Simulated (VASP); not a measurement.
# CuO (F-43m) in VASP: a series of runs, part 2 of 2

VASP 6.6.1. The steps go on from the part before.

## Step 3: Single point, PBE+D3(BJ), collinear spin, zero start

The input, INCAR:

```
ALGO = Normal
EDIFF = 1E-6
ENCUT = 600
GGA = PE
GGA_COMPAT = F
ISIF = 2
ISMEAR = -1
ISPIN = 2
IVDW = 12
LASPH = T
LCHARG = F
LMAXMIX = 4
LORBIT = 11
LREAL = F
LWAVE = F
MAGMOM = 0 0
NBANDS = 20
NELM = 200
PREC = Accurate
SIGMA = 0.0862
```

The input, KPOINTS:

```
k-points
0
Gamma
  7 7 7
```

The input, POSCAR:

```
CuO
1.0
    0.0000000000      2.2506257200      2.2506257200
    2.2506257200      0.0000000000      2.2506257200
    2.2506257200      2.2506257200      0.0000000000
Cu O
1 1
Direct
    0.0000000000      0.0000000000      0.0000000000
    0.2500000000      0.2500000000      0.2500000000
```

Potentials or basis: VASP PAW PBE potentials, release 64 (Cu, O).

Run with:

```console
> cat potpaw_PBE.64/Cu/POTCAR potpaw_PBE.64/O/POTCAR > POTCAR
> mpirun -np 1 vasp_std > vasp.out
```

OUTCAR:

```text
EDIFF = 1E-6
   ENCUT = 600
   GGA = PE
   ISIF = 2
   ISMEAR = -1
   ISPIN = 2
   IVDW = 12
   LASPH = T
   LORBIT = 11
   LREAL = F
   NELM = 200
   PREC = Accurate
 IVDW          = 12

 ion  position               nearest neighbor table
   1  0.000  0.000  0.000-   2 1.95   2 1.95   2 1.95   2 1.95
   2  0.250  0.250  0.250-   1 1.95   1 1.95   1 1.95   1 1.95

  LATTYP: Found a face centered cubic cell.
 ALAT       =     4.5012514400

  Lattice vectors:

 A1 = (   0.0000000000,   2.2506257200,   2.2506257200)
 A2 = (   2.2506257200,   0.0000000000,   2.2506257200)
 A3 = (   2.2506257200,   2.2506257200,   0.0000000000)

Analysis of symmetry for initial positions (statically):
=====================================================================
 Subroutine PRICEL returns:
 Original cell was already a primitive cell.

 Routine SETGRP: Setting up the symmetry group for a
 face centered cubic supercell.

 Subroutine GETGRP returns: Found 24 space group operations
 (whereof 24 operations were pure point group operations)
 out of a pool of 48 trial point group operations.

The static configuration has the point symmetry T_d .

Analysis of symmetry for dynamics (positions and initial velocities):
=====================================================================
 Subroutine PRICEL returns:
 Original cell was already a primitive cell.

 Routine SETGRP: Setting up the symmetry group for a
 face centered cubic supercell.

 Subroutine GETGRP returns: Found 24 space group operations
 (whereof 24 operations were pure point group operations)
 out of a pool of 48 trial point group operations.

The dynamic configuration has the point symmetry T_d .

Analysis of structural, dynamic, and magnetic symmetry:
=====================================================================
 Subroutine PRICEL returns:
 Original cell was already a primitive cell.

 Routine SETGRP: Setting up the symmetry group for a
 face centered cubic supercell.

 Subroutine GETGRP returns: Found 24 space group operations
 (whereof 24 operations were pure point group operations)
 out of a pool of 48 trial point group operations.

The overall configuration has the point symmetry T_d .

 Subroutine INISYM returns: Found 24 space group operations
 (whereof 24 operations are pure point group operations),
 and found     1 'primitive' translations

----------------------------------------------------------------------------------------

                                     Primitive cell

  volume of cell :      22.8003

  direct lattice vectors                    reciprocal lattice vectors
     0.000000000  2.250625720  2.250625720    -0.222160440  0.222160440  0.222160440
     2.250625720  0.000000000  2.250625720     0.222160440 -0.222160440  0.222160440
     2.250625720  2.250625720  0.000000000     0.222160440  0.222160440 -0.222160440

  length of vectors
     3.182865417  3.182865417  3.182865417     0.384793169  0.384793169  0.384793169

  position of ions in fractional coordinates (direct lattice)
     0.000000000  0.000000000  0.000000000
     0.250000000  0.250000000  0.250000000

[... 61 lines left out ...]
 SYSTEM =  unknown system
   PREC   = accura    normal or accurate (medium, high low for compatibility)
   ISTART =      0    job   : 0-new  1-cont  2-samecut
   ICHARG =      2    charge: 1-file 2-atom 10-const
   ISPIN  =      2    spin polarized calculation?
   LNONCOLLINEAR =      F non collinear calculations
   LSORBIT =      F    spin-orbit coupling
   LASPH  =      T    aspherical Exc in radial PAW
   ENCUT  =  600.0 eV  44.10 Ry    6.64 a.u.   6.36  6.36  6.36*2*pi/ulx,y,z
   NELM   =    200;   NELMIN=  2; NELMDL= -5     # of ELM steps
   EDIFF  = 0.1E-05   stopping-criterion for ELM
   LREAL  =      F    real-space projection
   EDIFFG = 0.1E-04   stopping-criterion for IOM
   NSW    =      0    number of steps for IOM
   IBRION =     -1    ionic relax: 0-MD 1-quasi-New 2-CG
   NFREE  =      0    steps in history (QN), initial steepest desc. (CG)
   ISIF   =      2    stress and relaxation
   ISYM   =      2    0-nonsym 1-usesym 2-fastsym
   POTIM  = 0.5000    time-step for ionic-motion
   TEBEG  =    0.0;   TEEND  =   0.0 temperature during run
   PSTRESS=    0.0 pullay stress
   NELECT =      17.0000    total number of electrons
   NUPDOWN=      -1.0000    fix difference up-down
   EMIN   =  10.00;   EMAX   =-10.00  energy-range for DOS
   EFERMI =   0.00;   METHOD = LEGACY
   ISMEAR =    -1;   SIGMA  =   0.09  broadening in eV -4-tet -1-fermi 0-gaus
   EFERMI_NEDOS =   21; number of points for ismear=-14 and -15
   IALGO  =     38    algorithm
   IMIX   =      4    mixing-type and parameters
     AMIX     =   0.40;   BMIX     =  1.00
     AMIX_MAG =   1.60;   BMIX_MAG =  1.00
  volume/ion in A,a.u.               =      11.40        76.93
  Fermi-wavevector in a.u.,A,eV,Ry     =   1.484492  2.805283 29.983383  2.203717
  Thomas-Fermi vector in A             =   2.598022
   LORBIT       =     11    0 simple, 1 ext, 2 COOP (PROOUT), +10 PAW based schemes
   GGA     = PE    functional components
   LHFCALC =     F    Hartree Fock is set to
   AEXX    =    0.0000 exact exchange contribution
   IVDW    =    12    specifies the selected vdW correction
   LEPSILON=     F    determine dielectric tensor
   LRPA    =     F    only Hartree local field effects (RPA)
 spin polarized calculation
  energy-cutoff  :      600.00
  volume of cell :       22.80
 maximum number of plane-waves:       769
 NGX is ok and might be reduce to    28
   NGX = 13   NGY = 13   NGZ = 13

 number of electron      17.0000006 magnetization       0.0000082

 number of electron      17.0000006 magnetization      -0.0000031

 Free energy of the ion-electron system (eV)
  ---------------------------------------------------
  ext. energy  EPLUGINS =         0.00000000
  ---------------------------------------------------
  free energy    TOTEN  =        -9.58388893 eV

  energy without entropy =       -9.52699357  energy(sigma->0) =       -9.55544125

 E-fermi :   4.2039     XC(G=0): -11.1178

 val. band max:        4.2038535038   @ k =   0.4286   0.2857   0.1429
 cond. band min:       4.2156179911   @ k =   0.4286   0.0000   0.0000
 fundamental gap:      0.0117644873
 Fermi energy:         4.2038685296

 spin component 1

 k-point     1 :       0.0000    0.0000    0.0000
  band No.  band energies     occupation
      1     -14.8137      1.00000
      2      -0.8015      1.00000
      3      -0.8015      1.00000
      4      -0.8015      1.00000
      5       2.1016      1.00000
      6       2.1016      1.00000
[... 436 lines left out ...]
      6       2.1373      1.00000
[... 12 lines left out ...]
     19      34.0983      0.00000
     20      36.3054      0.00000
 Fermi energy:         4.2038685296

 spin component 2

 k-point     1 :       0.0000    0.0000    0.0000
  band No.  band energies     occupation
      1     -14.8137      1.00000
      2      -0.8015      1.00000
      3      -0.8015      1.00000
      4      -0.8015      1.00000
      5       2.1016      1.00000
      6       2.1016      1.00000
[... 449 lines left out ...]
     19      34.0983      0.00000
     20      36.3054      0.00000

------------------------ aborting loop because EDIFF is reached ----------------------------------------

 Edisp (eV)   -0.50369

 E8    (eV) :    -0.1938

  FORCE on cell =-STRESS in cart. coord.  units (eV):
  Direction    XX          YY          ZZ          XY          YZ          ZX
  --------------------------------------------------------------------------------------
  -------------------------------------------------------------------------------------
  Total      -0.11006    -0.11006    -0.11006     0.00000     0.00000     0.00000
  in kB      -7.73360    -7.73360    -7.73360     0.00000     0.00000     0.00000
  external pressure =       -7.73 kB  Pullay stress =        0.00 kB

 VOLUME and BASIS-vectors are now :
 -----------------------------------------------------------------------------
  energy-cutoff  :      600.00
  volume of cell :       22.80
      direct lattice vectors                 reciprocal lattice vectors
     0.000000000  2.250625720  2.250625720    -0.222160440  0.222160440  0.222160440
     2.250625720  0.000000000  2.250625720     0.222160440 -0.222160440  0.222160440
     2.250625720  2.250625720  0.000000000     0.222160440  0.222160440 -0.222160440

 POSITION                                       TOTAL-FORCE (eV/Angst)
 -----------------------------------------------------------------------------------
      0.00000      0.00000      0.00000        -0.000000     -0.000000      0.000000
      1.12531      1.12531      1.12531         0.000000      0.000000     -0.000000
 -----------------------------------------------------------------------------------
    total drift:                               -0.000000     -0.000000      0.000000

  FREE ENERGIE OF THE ION-ELECTRON SYSTEM (eV)
  ---------------------------------------------------
  free  energy   TOTEN  =       -10.0875761782 eV

  energy  without entropy=      -10.0306808240  energy(sigma->0) =      -10.05912850

 total charge

# of ion       s       p       d       tot
------------------------------------------
    1        0.359   0.415   9.119   9.893
    2        1.558   3.392   0.000   4.951
--------------------------------------------------
tot          1.917   3.807   9.119  14.843

 magnetization (x)

# of ion       s       p       d       tot
------------------------------------------
    1        0.000   0.000   0.000   0.000
    2        0.000   0.000   0.000   0.000
--------------------------------------------------
tot          0.000   0.000   0.000   0.000
```

It took 29 s on 1 thread of Intel Xeon 8259CL, shared host; peak memory 0.19 GiB.

Results:

```
Free energy                                           : -10.0876 eV
Pressure                                              : -0.8 GPa
Net moment                                            : 0.00 μB per cell
Valence electrons inside the program's atomic spheres : Cu 9.89; O 4.95
Dispersion energy per atom                            : -0.252 eV
```

Caveat: three body term missing; no moment was typed at the start, so none could form; semilocal functionals often make such compounds metallic where correlation or magnetic order opens a gap, which also shifts bond lengths. With open d or f shells a metallic result of PBE can be an artefact of self-interaction; +U or a hybrid may open a gap.

## Step 4: Single point, PBE, collinear spin

The input, INCAR:

```
PREC = Accurate ; ENCUT = 600
EDIFF = 1E-6 ; ISMEAR = -5
SIGMA = 0.1 ; LREAL = False
LASPH = True ; NELM = 200
ALGO = Normal ; ISIF = 2
LWAVE = False ; LCHARG = False
ISPIN = 2 ; MAGMOM = 0.16 0.08
LORBIT = 11 ; LMAXMIX = 4
GGA = PE ; NBANDS = 20
GGA_COMPAT = False
```

The input, KPOINTS:

```
Automatic mesh
0
Gamma
  7 7 7
```

POSCAR is that of step 3.

Run with:

```console
> cat potpaw_PBE.64/Cu/POTCAR potpaw_PBE.64/O/POTCAR > POTCAR
> mpirun -np 1 vasp_std > vasp.out
```

It took 55 s on 1 thread of Intel Xeon 8259CL, shared host; peak memory 0.18 GiB.

The run converged. Its results:

```
Free energy                                           : -9.5559 eV
Pressure                                              : 2.8 GPa
Net moment                                            : 0.24 μB per cell
Site moments                                          : Cu +0.15; O +0.08 μB
Valence electrons inside the program's atomic spheres : Cu 9.89; O 4.95
```

Levels at points of the mesh, in eV from the Fermi level:
Spin up:
```tsv
k point	band 5	band 6	band 7	band 8	band 9	band 10	band 11	band 12	band 13	band 14
(0.00, 0.00, 0.00)	-2.10	-2.10	0.75	0.75	0.75	1.02	14.49	14.49	14.49	21.20
```
Spin down:
```csv
k point,band 6,band 7,band 8,band 9,band 10,band 11
"(0.00, 0.00, 0.00)",-1.98,0.95,0.95,0.95,1.06,14.51
```

Caveat: a moment this small can come from the mesh or the smearing; semilocal functionals often make such compounds metallic where correlation or magnetic order opens a gap, which also shifts bond lengths; tetrahedron occupations give inexact forces and stress in metals. With open d or f shells a metallic result of PBE can be an artefact of self-interaction; +U or a hybrid may open a gap.

## Step 5: The runs side by side

```tsv
level	spin	smearing	gap on the mesh (eV)	pressure (GPa)	moment (μB)
PBE	collinear, zero start	fermi-dirac 0.0862 eV	none	2.8	0.00
PBE+D3(BJ)	collinear, zero start	fermi-dirac 0.0862 eV	none	-0.8	0.00
PBE	collinear	tetrahedron	none	2.8	0.24
```

Alike in all rows: task single point; potentials or basis VASP PAW PBE potentials, release 64 (Cu, O); cell as given; k mesh 7 × 7 × 7; cutoff (eV) 600.

The pressure there spans -0.8 GPa (PBE+D3(BJ)) to 2.8 GPa (PBE); a positive pressure means that this level wants a larger cell, a negative one a smaller.

Caveats: semilocal functionals often make such compounds metallic where correlation or magnetic order opens a gap, which also shifts bond lengths; no moment was typed at the start, so none could form (at least some runs); three body term missing (at least some runs); a moment this small can come from the mesh or the smearing (at least some runs); tetrahedron occupations give inexact forces and stress in metals (at least some runs).

Absolute energies hang on the potentials; compare differences alone.
